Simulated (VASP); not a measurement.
**Ta: single point with PBEsol**

The system is Ta.

```
Ta
1.0
    -1.51774    1.51774    1.76240
     1.51774   -1.51774    1.76240
     1.51774    1.51774   -1.76240
Ta
1
Direct
  0.00000 0.00000 0.00000
```

```json
{"Program": "VASP 6.6.1", "Task": "single point", "Functional": "PBEsol", "Potentials or basis": "VASP PAW PBE potentials, release 64 (Ta_pv)", "Cutoff": "520 eV", "k mesh": "22 × 22 × 22", "Occupations": "gaussian, width 0.15 eV", "Spin": "no spin polarisation"}
```

* Pressure: 23.4 GPa
* Band gap on the k mesh: zero (an odd number of electrons rules out a gap without spin polarisation)

Stress tensor (GPa, compression positive):
```
30.01  0.00  0.00
 0.00 30.01  0.00
 0.00  0.00 10.16
```

Levels at points of the mesh, in eV from the Fermi level:
```
           k point  band 3  band 4  band 5  band 6  band 7  band 8
(0.00, 0.00, 0.00)  -32.72   -8.44    0.19    0.19    2.11    2.68
(0.50, 0.00, 0.00)  -32.76   -4.99   -1.15    1.73    2.40    5.94
(0.50, 0.50, 0.00)  -32.91   -5.02   -3.18    2.91    6.02    6.44
(0.50, 0.50, 0.50)  -33.65   -4.84   -4.30    7.07    7.23    7.88
```

Run time: 3.5 min on 1 thread of Intel Xeon 8259CL (shared host), peak memory 0.27 GiB.

Caveat: the stress differs along the axes, from 10 to 30 GPa; the PAW data sets were made with another functional, which shifts forces and pressure a little; spin-orbit coupling is left out, which moves the levels of the heavy elements.
